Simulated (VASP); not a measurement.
# Si2W (I4/mmm) in VASP: notebook

Si2W is run at these levels: PBEsol; tasks: single point.

Program: VASP 6.6.1. These are calculated values, not measurements. Logs are shortened: lines on timing, memory, paths and dates and some standing lists are left out, and cuts for length are marked.

## Step 1: The cell of the first run

It takes space group I4/mmm (No. 139, tetragonal). The conventional cell has a = 3.118 Å, b = 3.118 Å, c = 7.654 Å, α = 90.00°, β = 90.00°, γ = 90.00°. W (site symmetry 4/mmm) has 10 Si at 2.55 Å and 4 W at 3.12 Å within 3.4 Å. Within 3.4 Å of Si (site symmetry 4mm) lie 5 W at 2.55 Å and 9 Si at 2.55 to 3.12 Å.

## Step 2: Single point, PBEsol

INCAR

```
ALGO     = Normal         # electronic algorithm
EDIFF    = 1E-6           # SCF threshold, eV
ENCUT    = 520            # plane-wave cutoff, eV
GGA      = PS             # functional
ISIF     = 2              # what is computed and relaxed
ISMEAR   = -1             # smearing method
LASPH    = T              # aspherical terms in the spheres
LCHARG   = F              # write CHGCAR
LREAL    = F              # projectors in reciprocal space
LWAVE    = F              # write WAVECAR
NBANDS   = 18             # bands
NELM     = 80             # most SCF steps
PREC     = Accurate       # precision mode
SIGMA    = 0.05           # smearing width, eV
```

KPOINTS

```
k-points
0
Gamma
  12 12 12
```

POSCAR

```
Si2W
1.0
   -1.5592215777      1.5592215777      3.8271742920
    1.5592215777     -1.5592215777      3.8271742920
    1.5592215777      1.5592215777     -3.8271742920
W Si
1 2
Direct
    0.0000000000      0.0000000000      0.0000000000
    0.6666319295      0.6666319295      0.0000000000
    0.3333680705      0.3333680705      0.0000000000
```

Potentials or basis: VASP PAW PBE potentials, release 64 (W_sv, Si).

Command:

```sh
cat potpaw_PBE.64/W_sv/POTCAR potpaw_PBE.64/Si/POTCAR > POTCAR
mpirun -np 1 vasp_std > vasp.out
```

OUTCAR:

```text
EDIFF = 1E-6
   ENCUT = 520
   GGA = PS
   ISIF = 2
   ISMEAR = -1
   LASPH = T
   LREAL = F
   NELM = 80
   PREC = Accurate

 ion  position               nearest neighbor table
   1  0.000  0.000  0.000-   2 2.55   3 2.55   2 2.55   3 2.55   2 2.55   3 2.55   3 2.55   2 2.55
                             2 2.55   3 2.55
   2  0.667  0.667  0.000-   1 2.55   1 2.55   1 2.55   1 2.55   3 2.55   3 2.55   3 2.55   3 2.55
                             3 2.55   1 2.55
   3  0.333  0.333  0.000-   1 2.55   1 2.55   1 2.55   1 2.55   2 2.55   2 2.55   2 2.55   2 2.55
                             2 2.55   1 2.55

  LATTYP: Found a body centered tetragonal cell.
 ALAT       =     3.1184431554
 C/A-ratio  =     2.4545416423

  Lattice vectors:

 A1 = (  -1.5592215777,   1.5592215777,   3.8271742920)
 A2 = (   1.5592215777,  -1.5592215777,   3.8271742920)
 A3 = (   1.5592215777,   1.5592215777,  -3.8271742920)

Analysis of symmetry for initial positions (statically):
=====================================================================
 Subroutine PRICEL returns:
 Original cell was already a primitive cell.

 Routine SETGRP: Setting up the symmetry group for a
 body centered tetragonal supercell.

 Subroutine GETGRP returns: Found 16 space group operations
 (whereof 16 operations were pure point group operations)
 out of a pool of 16 trial point group operations.

The static configuration has the point symmetry D_4h.

Analysis of symmetry for dynamics (positions and initial velocities):
=====================================================================
 Subroutine PRICEL returns:
 Original cell was already a primitive cell.

 Routine SETGRP: Setting up the symmetry group for a
 body centered tetragonal supercell.

 Subroutine GETGRP returns: Found 16 space group operations
 (whereof 16 operations were pure point group operations)
 out of a pool of 16 trial point group operations.

The dynamic configuration has the point symmetry D_4h.

 Subroutine INISYM returns: Found 16 space group operations
 (whereof 16 operations are pure point group operations),
 and found     1 'primitive' translations

----------------------------------------------------------------------------------------

                                     Primitive cell

  volume of cell :      37.2181

  direct lattice vectors                    reciprocal lattice vectors
    -1.559221578  1.559221578  3.827174292     0.000000000  0.320672833  0.130644690
     1.559221578 -1.559221578  3.827174292     0.320672833  0.000000000  0.130644690
     1.559221578  1.559221578 -3.827174292     0.320672833  0.320672833  0.000000000

  length of vectors
     4.416968068  4.416968068  4.416968068     0.346264495  0.346264495  0.453499869

  position of ions in fractional coordinates (direct lattice)
     0.000000000  0.000000000  0.000000000
     0.666631929  0.666631929  0.000000000
     0.333368071  0.333368071  0.000000000

  ion indices of the primitive-cell ions
   primitive index   ion index
                 1           1
                 2           2
                 3           3

----------------------------------------------------------------------------------------

 KPOINTS: k-points

Automatic generation of k-mesh.
 Grid dimensions read from file:
 generate k-points for:   12   12   12

 Generating k-lattice:

  Cartesian coordinates                     Fractional coordinates (reciprocal lattice)
     0.000000000  0.026722736  0.010887058     0.083333333 -0.000000000  0.000000000
     0.026722736  0.000000000  0.010887058    -0.000000000  0.083333333  0.000000000
     0.026722736  0.026722736  0.000000000     0.000000000  0.000000000  0.083333333

  Length of vectors
     0.028855375  0.028855375  0.037791656

  Shift w.r.t. Gamma in fractional coordinates (k-lattice)
     0.000000000  0.000000000  0.000000000

 Subroutine IBZKPT returns following result:
 ===========================================

 Found    163 irreducible k-points:

 Following reciprocal coordinates:
            Coordinates               Weight
  0.000000  0.000000  0.000000      1.000000
  0.083333  0.000000 -0.000000      8.000000
  0.166667  0.000000  0.000000      8.000000
  0.250000 -0.000000  0.000000      8.000000
  0.333333  0.000000  0.000000      8.000000
  0.416667  0.000000  0.000000      8.000000
[... 16 lines left out ...]
  0.500000  0.166667  0.000000     16.000000
 -0.416667  0.166667  0.000000     16.000000
 [... further k-points ...]
   k-points           NKPTS =    163   k-points in BZ     NKDIM =    163   number of bands    NBANDS=     18
   number of dos      NEDOS =    301   number of ions     NIONS =      3
   total plane-waves  NPLWV =  46656
   dimension x,y,z NGX =    36 NGY =   36 NGZ =   36
   dimension x,y,z NGXF=    72 NGYF=   72 NGZF=   72
   ions per type =               1   2
   NGX,Y,Z   is equivalent  to a cutoff of  13.55, 13.55, 13.55 a.u.
   NGXF,Y,Z  is equivalent  to a cutoff of  27.10, 27.10, 27.10 a.u.
 SYSTEM =  unknown system
   PREC   = accura    normal or accurate (medium, high low for compatibility)
   ISTART =      0    job   : 0-new  1-cont  2-samecut
   ICHARG =      2    charge: 1-file 2-atom 10-const
   ISPIN  =      1    spin polarized calculation?
   LNONCOLLINEAR =      F non collinear calculations
   LSORBIT =      F    spin-orbit coupling
   LASPH  =      T    aspherical Exc in radial PAW
   ENCUT  =  520.0 eV  38.22 Ry    6.18 a.u.   8.21  8.21  8.21*2*pi/ulx,y,z
   NELM   =     80;   NELMIN=  2; NELMDL= -5     # of ELM steps
   EDIFF  = 0.1E-05   stopping-criterion for ELM
   LREAL  =      F    real-space projection
   EDIFFG = 0.1E-04   stopping-criterion for IOM
   NSW    =      0    number of steps for IOM
   IBRION =     -1    ionic relax: 0-MD 1-quasi-New 2-CG
   NFREE  =      0    steps in history (QN), initial steepest desc. (CG)
   ISIF   =      2    stress and relaxation
   ISYM   =      2    0-nonsym 1-usesym 2-fastsym
   POTIM  = 0.5000    time-step for ionic-motion
   TEBEG  =    0.0;   TEEND  =   0.0 temperature during run
   PSTRESS=    0.0 pullay stress
   NELECT =      22.0000    total number of electrons
   NUPDOWN=      -1.0000    fix difference up-down
   EMIN   =  10.00;   EMAX   =-10.00  energy-range for DOS
   EFERMI =   0.00;   METHOD = LEGACY
   ISMEAR =    -1;   SIGMA  =   0.05  broadening in eV -4-tet -1-fermi 0-gaus
   EFERMI_NEDOS =   21; number of points for ismear=-14 and -15
   IALGO  =     38    algorithm
   IMIX   =      4    mixing-type and parameters
     AMIX     =   0.40;   BMIX     =  1.00
     AMIX_MAG =   1.60;   BMIX_MAG =  1.00
  volume/ion in A,a.u.               =      12.41        83.72
  Fermi-wavevector in a.u.,A,eV,Ry     =   1.373929  2.596350 25.683474  1.887682
  Thomas-Fermi vector in A             =   2.499402
   LORBIT       =      0    0 simple, 1 ext, 2 COOP (PROOUT), +10 PAW based schemes
   GGA     = PS    functional components
   LHFCALC =     F    Hartree Fock is set to
   AEXX    =    0.0000 exact exchange contribution
   IVDW    =     0    specifies the selected vdW correction
   LEPSILON=     F    determine dielectric tensor
   LRPA    =     F    only Hartree local field effects (RPA)
 non-spin polarized calculation
  energy-cutoff  :      520.00
  volume of cell :       37.22
 maximum number of plane-waves:      1020
 NGX is ok and might be reduce to    36
   NGX = 17   NGY = 17   NGZ = 17

 number of electron      22.0000001 magnetization

 Free energy of the ion-electron system (eV)
  ---------------------------------------------------
  ext. energy  EPLUGINS =         0.00000000
  ---------------------------------------------------
  free energy    TOTEN  =       -26.46423539 eV

  energy without entropy =      -26.46257726  energy(sigma->0) =      -26.46340632

 E-fermi :  13.1498     XC(G=0): -13.0067

 val. band max:       13.1137786552   @ k =  -0.3333  -0.4167   0.3333
 cond. band min:      13.1514884798   @ k =  -0.4167  -0.4167   0.3333
 fundamental gap:      0.0377098247
 Fermi energy:        13.1497521556

 k-point     1 :       0.0000    0.0000    0.0000
  band No.  band energies     occupation
      1     -60.5305      2.00000
      2     -24.8980      2.00000
      3     -24.8085      2.00000
      4     -24.8085      2.00000
      5      -1.7025      2.00000
      6       5.6843      2.00000
[... 10 lines left out ...]
     17      19.2934      0.00000
     18      19.2934      0.00000

 k-point     2 :       0.0833    0.0000   -0.0000
  band No.  band energies     occupation
      1     -60.5297      2.00000
      2     -24.8964      2.00000
      3     -24.8298      2.00000
      4     -24.8066      2.00000
      5      -1.5585      2.00000
      6       5.7189      2.00000
[... 10 lines left out ...]
     17      19.3172      0.00000
     18      19.7635      0.00000

 k-point     3 :       0.1667    0.0000    0.0000
  band No.  band energies     occupation
      1     -60.5274      2.00000
      2     -24.8926      2.00000
      3     -24.8871      2.00000
      4     -24.8013      2.00000
      5      -1.1350      2.00000
      6       5.7655      2.00000
[... 10 lines left out ...]
     17      19.7203      0.00000
     18      20.7849      0.00000

 k-point     4 :       0.2500   -0.0000    0.0000
  band No.  band energies     occupation
      1     -60.5244      2.00000
      2     -24.9659      2.00000
      3     -24.8859      2.00000
      4     -24.7940      2.00000
      5      -0.4565      2.00000
      6       5.5776      2.00000
[... 375 lines left out ...]
      4     -24.8563      2.00000
      5       2.1625      2.00000
      6       3.8134      2.00000
[... 10 lines left out ...]
     17      20.8237      0.00000
     18      22.4640      0.00000

 k-point    23 :       0.5000    0.1667    0.0000
  band No.  band energies     occupation
      1     -60.5154      2.00000
      2     -25.1073      2.00000
      3     -24.8654      2.00000
      4     -24.8540      2.00000
      5       2.7052      2.00000
      6       3.2479      2.00000
[... 10 lines left out ...]
     17      20.9464      0.00000
     18      22.4231      0.00000

 k-point    24 :      -0.4167    0.1667    0.0000
  band No.  band energies     occupation
      1     -60.5162      2.00000
      2     -25.0872      2.00000
      3     -24.8658      2.00000
      4     -24.8561      2.00000
      5       1.6108      2.00000
      6       4.3423      2.00000
[... 10 lines left out ...]
     17      20.7114      0.00000
     18      22.1660      0.00000

 [... further k-points ...]

------------------------ aborting loop because EDIFF is reached ----------------------------------------

  FORCE on cell =-STRESS in cart. coord.  units (eV):
  Direction    XX          YY          ZZ          XY          YZ          ZX
  --------------------------------------------------------------------------------------
  -------------------------------------------------------------------------------------
  Total        4.7907214      4.7907214      4.7878961      0.0000000      0.0000000      0.0000000
  in kB      206.2327334    206.2327334    206.1111070      0.0000000      0.0000000      0.0000000
  external PRESSURE =     206.1921913 kB  Pullay stress =       0.0000000 kB

 VOLUME and BASIS-vectors are now :
 -----------------------------------------------------------------------------
  energy-cutoff  :      520.00
  volume of cell :       37.22
      direct lattice vectors                 reciprocal lattice vectors
    -1.559221578  1.559221578  3.827174292     0.000000000  0.320672833  0.130644690
     1.559221578 -1.559221578  3.827174292     0.320672833  0.000000000  0.130644690
     1.559221578  1.559221578 -3.827174292     0.320672833  0.320672833  0.000000000

 POSITION                                       TOTAL-FORCE (eV/Angst)
 -----------------------------------------------------------------------------------
      0.00000      0.00000      0.00000        -0.000000     -0.000000      0.000000
      0.00000      0.00000      5.10263         0.000000      0.000000      0.011055
      0.00000      0.00000      2.55172        -0.000000     -0.000000     -0.011055
 -----------------------------------------------------------------------------------
    total drift:                               -0.000000     -0.000000     -0.000000

  FREE ENERGIE OF THE ION-ELECTRON SYSTEM (eV)
  ---------------------------------------------------
  free  energy   TOTEN  =       -26.4642353881 eV

  energy  without entropy=      -26.4625772564  energy(sigma->0) =      -26.46340632
```

Run time: 82 s. Hardware: 1 thread of Intel Xeon Platinum 8488C (Sapphire Rapids), shared host; peak memory 0.27 GiB.

Results:

```yaml
Free_energy: -26.4642 eV
Pressure: 20.6 GPa
Largest_force: 0.011 eV/Å
Band_gap_on_the_k_mesh: zero (band 11 reaches 14.00 eV, above the bottom of band 12 at 12.45 eV)
```

Forces on the atoms (eV/Å):
```
W    0.000  0.000  0.000
Si   0.000  0.000  0.011
Si   0.000  0.000 -0.011
```

Caveat: the PAW data sets were made with another functional, which shifts forces and pressure a little; spin-orbit coupling is left out, which moves the levels of the heavy elements.

(Continued in part 2 of 3.)
